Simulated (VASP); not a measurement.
# Ba (Im-3m) in VASP: further runs

The runs below take Ba through single point, relaxation of cell and atoms, with r2SCAN.

Everything below comes from runs of VASP 6.6.1. Logs are shortened: lines on timing, memory, paths and dates and some standing lists are left out, and cuts for length are marked.

### 1 The cell of the first run

The structure is cubic, space group Im-3m (No. 229). The conventional cell has a = 5.081 Å, b = 5.081 Å, c = 5.081 Å, α = 90.00°, β = 90.00°, γ = 90.00°. Ba (site symmetry m-3m) has 14 Ba at 4.40 to 5.08 Å within 5.8 Å.

### 2 Single point, r2SCAN

Input file POSCAR:

```
Ba
1.0
   -2.5406575390      2.5406575390      2.5406575390
    2.5406575390     -2.5406575390      2.5406575390
    2.5406575390      2.5406575390     -2.5406575390
Ba
1
Direct
    0.0000000000      0.0000000000      0.0000000000
```

Input file INCAR.step1:

```
PREC = Accurate ; ENCUT = 520
ISMEAR = -1 ; SIGMA = 0.05
LREAL = False ; LASPH = True
NELM = 60 ; NBANDS = 11
GGA = PE ; ALGO = Normal
EDIFF = 1E-4 ; LWAVE = True
LCHARG = False
```

Input file INCAR.step2:

```
PREC = Accurate ; ENCUT = 520
EDIFF = 1E-6 ; ISMEAR = -1
SIGMA = 0.05 ; LREAL = False
LASPH = True ; NELM = 60
ALGO = Normal ; ISIF = 2
LWAVE = False ; LCHARG = False
METAGGA = R2SCAN ; LMIXTAU = True
NBANDS = 11 ; ISTART = 1
```

Input file KPOINTS:

```
Automatic mesh
0
Gamma
  6 6 6
```

Potentials or basis: VASP PAW PBE potentials, release 64 (Ba_sv).

Started as:

```sh
cat potpaw_PBE.64/Ba_sv/POTCAR > POTCAR
cp INCAR.step1 INCAR
mpirun -np 1 vasp_std > vasp.out
cp INCAR.step2 INCAR
mpirun -np 1 vasp_std > vasp.out
```

OUTCAR:

```text
PREC = Accurate
   ENCUT = 520
   EDIFF = 1E-6
   ISMEAR = -1
   LREAL = False
   LASPH = True
   NELM = 60
   ISIF = 2
   METAGGA = R2SCAN
   ISTART = 1

 ion  position               nearest neighbor table
   1  0.000  0.000  0.000-

  LATTYP: Found a body centered cubic cell.
 ALAT       =     5.0813150780

  Lattice vectors:

 A1 = (  -2.5406575390,   2.5406575390,   2.5406575390)
 A2 = (   2.5406575390,  -2.5406575390,   2.5406575390)
 A3 = (   2.5406575390,   2.5406575390,  -2.5406575390)

Analysis of symmetry for initial positions (statically):
=====================================================================
 Subroutine PRICEL returns:
 Original cell was already a primitive cell.

 Routine SETGRP: Setting up the symmetry group for a
 body centered cubic supercell.

 Subroutine GETGRP returns: Found 48 space group operations
 (whereof 48 operations were pure point group operations)
 out of a pool of 48 trial point group operations.

The static configuration has the point symmetry O_h .

Analysis of symmetry for dynamics (positions and initial velocities):
=====================================================================
 Subroutine PRICEL returns:
 Original cell was already a primitive cell.

 Routine SETGRP: Setting up the symmetry group for a
 body centered cubic supercell.

 Subroutine GETGRP returns: Found 48 space group operations
 (whereof 48 operations were pure point group operations)
 out of a pool of 48 trial point group operations.

The dynamic configuration has the point symmetry O_h .

 Subroutine INISYM returns: Found 48 space group operations
 (whereof 48 operations are pure point group operations),
 and found     1 'primitive' translations

----------------------------------------------------------------------------------------

                                     Primitive cell

  volume of cell :      65.5992

  direct lattice vectors                    reciprocal lattice vectors
    -2.540657539  2.540657539  2.540657539     0.000000000  0.196799448  0.196799448
     2.540657539 -2.540657539  2.540657539     0.196799448  0.000000000  0.196799448
     2.540657539  2.540657539 -2.540657539     0.196799448  0.196799448  0.000000000

  length of vectors
     4.400547942  4.400547942  4.400547942     0.278316448  0.278316448  0.278316448

  position of ions in fractional coordinates (direct lattice)
     0.000000000  0.000000000  0.000000000

  ion indices of the primitive-cell ions
   primitive index   ion index
                 1           1

----------------------------------------------------------------------------------------

 KPOINTS: Automatic mesh

Automatic generation of k-mesh.
 Grid dimensions read from file:
 generate k-points for:    6    6    6

 Generating k-lattice:

  Cartesian coordinates                     Fractional coordinates (reciprocal lattice)
     0.000000000  0.032799908  0.032799908     0.166666667  0.000000000  0.000000000
     0.032799908  0.000000000  0.032799908     0.000000000  0.166666667  0.000000000
     0.032799908  0.032799908  0.000000000     0.000000000  0.000000000  0.166666667

  Length of vectors
     0.046386075  0.046386075  0.046386075

  Shift w.r.t. Gamma in fractional coordinates (k-lattice)
     0.000000000  0.000000000  0.000000000

 Subroutine IBZKPT returns following result:
 ===========================================

 Found     16 irreducible k-points:

 Following reciprocal coordinates:
            Coordinates               Weight
  0.000000  0.000000  0.000000      1.000000
  0.166667  0.000000  0.000000     12.000000
  0.333333  0.000000  0.000000     12.000000
  0.500000  0.000000  0.000000      6.000000
  0.166667  0.166667  0.000000     24.000000
  0.333333  0.166667  0.000000     48.000000
[... 8 lines left out ...]
  0.500000  0.500000  0.333333     12.000000
  0.500000  0.500000  0.500000      1.000000
   k-points           NKPTS =     16   k-points in BZ     NKDIM =     16   number of bands    NBANDS=     11
   number of dos      NEDOS =    301   number of ions     NIONS =      1
   total plane-waves  NPLWV =  46656
   dimension x,y,z NGX =    36 NGY =   36 NGZ =   36
   dimension x,y,z NGXF=    72 NGYF=   72 NGZF=   72
   ions per type =               1
   NGX,Y,Z   is equivalent  to a cutoff of  13.60, 13.60, 13.60 a.u.
   NGXF,Y,Z  is equivalent  to a cutoff of  27.20, 27.20, 27.20 a.u.
 SYSTEM =  unknown system
   PREC   = accura    normal or accurate (medium, high low for compatibility)
   ISTART =      1    job   : 0-new  1-cont  2-samecut
   ICHARG =      0    charge: 1-file 2-atom 10-const
   ISPIN  =      1    spin polarized calculation?
   LNONCOLLINEAR =      F non collinear calculations
   LSORBIT =      F    spin-orbit coupling
   LASPH  =      T    aspherical Exc in radial PAW
   ENCUT  =  520.0 eV  38.22 Ry    6.18 a.u.   8.18  8.18  8.18*2*pi/ulx,y,z
   NELM   =     60;   NELMIN=  2; NELMDL=  0     # of ELM steps
   EDIFF  = 0.1E-05   stopping-criterion for ELM
   LREAL  =      F    real-space projection
[... 7 lines left out ...]
   TEBEG  =    0.0;   TEEND  =   0.0 temperature during run
   PSTRESS=    0.0 pullay stress
   NELECT =      10.0000    total number of electrons
   NUPDOWN=      -1.0000    fix difference up-down
   EMIN   =  10.00;   EMAX   =-10.00  energy-range for DOS
   EFERMI =   0.00;   METHOD = LEGACY
   ISMEAR =    -1;   SIGMA  =   0.05  broadening in eV -4-tet -1-fermi 0-gaus
   EFERMI_NEDOS =   21; number of points for ismear=-14 and -15
   IALGO  =     38    algorithm
   IMIX   =      4    mixing-type and parameters
     AMIX     =   0.40;   BMIX     =  1.00
     AMIX_MAG =   1.60;   BMIX_MAG =  1.00
  volume/ion in A,a.u.               =      65.60       442.69
  Fermi-wavevector in a.u.,A,eV,Ry     =   0.874531  1.652625 10.405804  0.764805
  Thomas-Fermi vector in A             =   1.994075
   LORBIT       =      0    0 simple, 1 ext, 2 COOP (PROOUT), +10 PAW based schemes
   METAGGA = R2SCAN    functional components
   LHFCALC =     F    Hartree Fock is set to
   AEXX    =    0.0000 exact exchange contribution
   IVDW    =     0    specifies the selected vdW correction
   LEPSILON=     F    determine dielectric tensor
   LRPA    =     F    only Hartree local field effects (RPA)
 non-spin polarized calculation
  energy-cutoff  :      520.00
  volume of cell :       65.60
 maximum number of plane-waves:      1830
 NGX is ok and might be reduce to    36
   NGX = 17   NGY = 17   NGZ = 17

 number of electron       9.9999999 magnetization

 Free energy of the ion-electron system (eV)
  ---------------------------------------------------
  ext. energy  EPLUGINS =         0.00000000
  ---------------------------------------------------
  free energy    TOTEN  =       -26.43749786 eV

  energy without entropy =      -26.42705313  energy(sigma->0) =      -26.43227549

 E-fermi :   1.6328     XC(G=0):  -7.6927

 val. band max:        1.4727999199   @ k =  -0.3333   0.5000   0.1667
 cond. band min:       1.6412008204   @ k =  -0.3333   0.3333   0.3333
 fundamental gap:      0.1684009005
 Fermi energy:         1.6327900350

 k-point     1 :       0.0000    0.0000    0.0000
  band No.  band energies     occupation
      1     -28.3976      2.00000
      2     -12.9493      2.00000
      3     -12.9493      2.00000
      4     -12.9493      2.00000
      5      -1.2710      2.00000
      6       3.6848      0.00000
      7       3.6848      0.00000
      8       3.6848      0.00000
      9       4.9818      0.00000
     10       4.9818      0.00000
     11       8.7616      0.00000

 k-point     2 :       0.1667    0.0000    0.0000
  band No.  band energies     occupation
      1     -28.3879      2.00000
      2     -13.0591      2.00000
      3     -12.9824      2.00000
      4     -12.9503      2.00000
      5      -0.7724      2.00000
      6       3.2949      0.00000
      7       3.3040      0.00000
      8       4.1969      0.00000
      9       4.6616      0.00000
     10       4.9721      0.00000
     11       9.2068      0.00000

 k-point     3 :       0.3333    0.0000    0.0000
  band No.  band energies     occupation
      1     -28.3683      2.00000
      2     -13.2673      2.00000
      3     -13.0474      2.00000
      4     -12.9524      2.00000
      5       0.3032      2.00000
      6       2.5681      0.00000
      7       2.7148      0.00000
      8       4.9633      0.00000
      9       5.2018      0.00000
     10       5.6097      0.00000
     11       8.3464      0.00000

 k-point     4 :       0.5000    0.0000    0.0000
  band No.  band energies     occupation
      1     -28.3584      2.00000
      2     -13.3663      2.00000
      3     -13.0793      2.00000
      4     -12.9535      2.00000
      5       0.7429      2.00000
      6       2.4817      0.00000
      7       2.6790      0.00000
      8       5.0152      0.00000
      9       5.5624      0.00000
     10       6.9477      0.00000
     11       7.3764      0.00000

 k-point     5 :       0.1667    0.1667    0.0000
  band No.  band energies     occupation
      1     -28.3732      2.00000
      2     -13.1999      2.00000
      3     -13.0266      2.00000
      4     -12.9746      2.00000
      5       0.0694      2.00000
      6       2.6280      0.00000
      7       2.8685      0.00000
      8       4.5311      0.00000
      9       5.2076      0.00000
     10       5.3889      0.00000
     11       9.0796      0.00000
[... 99 lines left out ...]
 k-point    13 :      -0.3333    0.5000    0.1667
  band No.  band energies     occupation
      1     -28.3479      2.00000
      2     -13.2804      2.00000
      3     -13.1848      2.00000
      4     -13.0517      2.00000
      5       1.4728      1.92165
      6       1.7596      0.14671
      7       2.8495      0.00000
      8       4.5280      0.00000
      9       5.2470      0.00000
     10       6.9672      0.00000
     11       7.8368      0.00000

 k-point    14 :      -0.3333    0.3333    0.3333
  band No.  band energies     occupation
      1     -28.3450      2.00000
      2     -13.2229      2.00000
      3     -13.1586      2.00000
      4     -13.1586      2.00000
      5       1.2091      1.99958
      6       1.6412      0.91609
      7       4.1429      0.00000
      8       4.1429      0.00000
      9       4.9914      0.00000
     10       5.5016      0.00000
     11       9.6277      0.00000

 k-point    15 :       0.5000    0.5000    0.3333
  band No.  band energies     occupation
      1     -28.3373      2.00000
      2     -13.2662      2.00000
      3     -13.1946      2.00000
      4     -13.1650      2.00000
      5       1.2795      1.99829
      6       1.3441      1.99380
      7       4.1772      0.00000
      8       4.3666      0.00000
      9       6.1534      0.00000
     10       6.5855      0.00000
     11       7.5818      0.00000

 k-point    16 :       0.5000    0.5000    0.5000
  band No.  band energies     occupation
      1     -28.3302      2.00000
      2     -13.2320      2.00000
      3     -13.2320      2.00000
      4     -13.2320      2.00000
      5       1.0280      1.99999
      6       1.0280      1.99999
      7       6.0877      0.00000
      8       6.0877      0.00000
      9       6.0877      0.00000
     10       6.4772      0.00000
     11       6.4772      0.00000

------------------------ aborting loop because EDIFF is reached ----------------------------------------

  FORCE on cell =-STRESS in cart. coord.  units (eV):
  Direction    XX          YY          ZZ          XY          YZ          ZX
  --------------------------------------------------------------------------------------
  -------------------------------------------------------------------------------------
  Total        0.0244969      0.0244969      0.0244969     -0.0000000     -0.0000000      0.0000000
  in kB        0.5983066      0.5983066      0.5983066     -0.0000000     -0.0000000      0.0000000
  external PRESSURE =       0.5983066 kB  Pullay stress =       0.0000000 kB

 VOLUME and BASIS-vectors are now :
 -----------------------------------------------------------------------------
  energy-cutoff  :      520.00
  volume of cell :       65.60
      direct lattice vectors                 reciprocal lattice vectors
    -2.540657539  2.540657539  2.540657539     0.000000000  0.196799448  0.196799448
     2.540657539 -2.540657539  2.540657539     0.196799448  0.000000000  0.196799448
     2.540657539  2.540657539 -2.540657539     0.196799448  0.196799448  0.000000000

 POSITION                                       TOTAL-FORCE (eV/Angst)
 -----------------------------------------------------------------------------------
      0.00000      0.00000      0.00000        -0.000000      0.000000     -0.000000
 -----------------------------------------------------------------------------------
    total drift:                               -0.000000      0.000000      0.000000

  FREE ENERGIE OF THE ION-ELECTRON SYSTEM (eV)
  ---------------------------------------------------
  free  energy   TOTEN  =       -26.4374978594 eV

  energy  without entropy=      -26.4270531291  energy(sigma->0) =      -26.43227549
```

Wall time 42 s (1 thread of Intel Xeon 6975P-C (Granite Rapids), shared host); peak memory 0.2 GiB.

What came out:

- Free energy: -26.4375 eV
- Pressure: 0.1 GPa
- Band gap on the k mesh: zero (band 5 reaches 1.84 eV, above the bottom of band 6 at 1.03 eV)

Caveat: the PAW data sets were made with another functional, which shifts forces and pressure a little; spin-orbit coupling is left out, which moves the levels of the heavy elements.

### 3 Relaxation of cell and atoms, r2SCAN

This run uses another cell than the first one, of 62.99 Å³/atom, 0.960 times its volume.

Input file POSCAR:

```
Ba
1.0
   -2.5065000000      2.5065000000      2.5065000000
    2.5065000000     -2.5065000000      2.5065000000
    2.5065000000      2.5065000000     -2.5065000000
Ba
1
Direct
    0.0000000000      0.0000000000      0.0000000000
```

Input file INCAR.step1:

```
PREC     = Accurate       # precision mode
ENCUT    = 600            # plane-wave cutoff, eV
ISMEAR   = -1             # smearing method
SIGMA    = 0.05           # smearing width, eV
LREAL    = F              # projectors in reciprocal space
LASPH    = T              # aspherical terms in the spheres
NELM     = 60             # most SCF steps
GGA      = PE             # functional
ALGO     = Normal         # electronic algorithm
EDIFF    = 1E-4           # SCF threshold, eV
LWAVE    = T              # write WAVECAR
LCHARG   = F              # write CHGCAR
```

Input file INCAR.step2:

```
PREC     = Accurate       # precision mode
ENCUT    = 600            # plane-wave cutoff, eV
EDIFF    = 1E-7           # SCF threshold, eV
ISMEAR   = -1             # smearing method
SIGMA    = 0.05           # smearing width, eV
LREAL    = F              # projectors in reciprocal space
LASPH    = T              # aspherical terms in the spheres
NELM     = 60             # most SCF steps
ALGO     = Normal         # electronic algorithm
ISIF     = 3              # what is computed and relaxed
LWAVE    = F              # write WAVECAR
LCHARG   = F              # write CHGCAR
METAGGA  = R2SCAN         # meta-GGA
LMIXTAU  = T            
IBRION   = 2              # ionic algorithm
NSW      = 60             # ionic steps
EDIFFG   = -0.03          # ionic threshold
ISTART   = 1
```

Input file KPOINTS:

```
regular mesh
0
Gamma
  6 6 6
```

Potentials or basis: VASP PAW PBE potentials, release 64 (Ba_sv).

Started as:

```sh
cat potpaw_PBE.64/Ba_sv/POTCAR > POTCAR
cp INCAR.step1 INCAR
mpirun -np 1 vasp_std > vasp.out
cp INCAR.step2 INCAR
mpirun -np 1 vasp_std > vasp.out
```

OUTCAR:

```text
PREC = Accurate
   ENCUT = 600
   EDIFF = 1E-7
   ISMEAR = -1
   LREAL = F
   LASPH = T
   NELM = 60
   ISIF = 3
   METAGGA = R2SCAN
   IBRION = 2
   NSW = 60
   EDIFFG = -0.03
   ISTART = 1

 ion  position               nearest neighbor table
   1  0.000  0.000  0.000-

  LATTYP: Found a body centered cubic cell.
 ALAT       =     5.0130000000

  Lattice vectors:

 A1 = (  -2.5065000000,   2.5065000000,   2.5065000000)
 A2 = (   2.5065000000,  -2.5065000000,   2.5065000000)
 A3 = (   2.5065000000,   2.5065000000,  -2.5065000000)

Analysis of symmetry for initial positions (statically):
=====================================================================
 Subroutine PRICEL returns:
 Original cell was already a primitive cell.
[... 167 lines left out ...]
  -------------------------------------------------------------------------------------
  Total        0.1701123      0.1701123      0.1701123     -0.0000000      0.0000000      0.0000000
  in kB        4.3269628      4.3269628      4.3269628     -0.0000000      0.0000000      0.0000000
  external PRESSURE =       4.3269628 kB  Pullay stress =       0.0000000 kB
[... 57 lines left out ...]
--------------------------------------- Ionic step        3  -------------------------------------------

 number of electron       9.9999999 magnetization

 Free energy of the ion-electron system (eV)
  ---------------------------------------------------
  ext. energy  EPLUGINS =         0.00000000
  ---------------------------------------------------
  free energy    TOTEN  =       -26.43741859 eV

  energy without entropy =      -26.42710499  energy(sigma->0) =      -26.43226179

 E-fermi :   1.6042     XC(G=0):  -7.6628

 val. band max:        1.4390998925   @ k =  -0.3333   0.5000   0.1667
 cond. band min:       1.6211397895   @ k =  -0.3333   0.3333   0.3333
 fundamental gap:      0.1820398969
 Fermi energy:         1.6042398992

 k-point     1 :       0.0000    0.0000    0.0000
  band No.  band energies     occupation
      1     -28.4434      2.00000
      2     -12.9992      2.00000
      3     -12.9992      2.00000
      4     -12.9992      2.00000
      5      -1.2962      2.00000
      6       3.6445      0.00000
      7       3.6445      0.00000
      8       3.6445      0.00000
      9       4.9320      0.00000
[... 206 lines left out ...]
  FREE ENERGIE OF THE ION-ELECTRON SYSTEM (eV)
  ---------------------------------------------------
  free  energy   TOTEN  =       -26.4374185890 eV

  energy  without entropy=      -26.4271049914  energy(sigma->0) =      -26.43226179

 reached required accuracy - stopping structural energy minimisation
```

Wall time 2.6 min (1 thread of Intel Xeon 6975P-C (Granite Rapids), shared host); peak memory 0.22 GiB.

What came out:

| Property | Result |
| --- | --- |
| Free energy | -26.4374 eV |
| Relaxed volume | 66.20 Å³/atom |
| Relaxed cell | a = 4.414 Å, b = 4.414 Å, c = 4.414 Å, α = 109.47°, β = 109.47°, γ = 109.47° |
| Space group after relaxing (to 0.05 Å) | Im-3m (No. 229) |
| Energy gained by relaxing | 4.0 meV/atom |
| Ionic steps | 3 |
| Pressure after relaxing | 0.0 GPa |
| Band gap on the k mesh | zero (band 5 reaches 1.81 eV, above the bottom of band 6 at 1.01 eV) |

The path:
```
step  energy change (eV)  largest force (eV/Å)  pressure (GPa)  volume (Å³)
   1              0.0000                0.0000            0.43        62.99
   2             -0.0031                0.0000            0.20        64.55
   3             -0.0040                0.0000           -0.02        66.20
```

Final structure:
```
Ba
1.0
    -2.54834    2.54834    2.54834
     2.54834   -2.54834    2.54834
     2.54834    2.54834   -2.54834
Ba
1
Direct
  0.00000 0.00000 0.00000
```

Caveat: the PAW data sets were made with another functional, which shifts forces and pressure a little; spin-orbit coupling is left out, which moves the levels of the heavy elements.
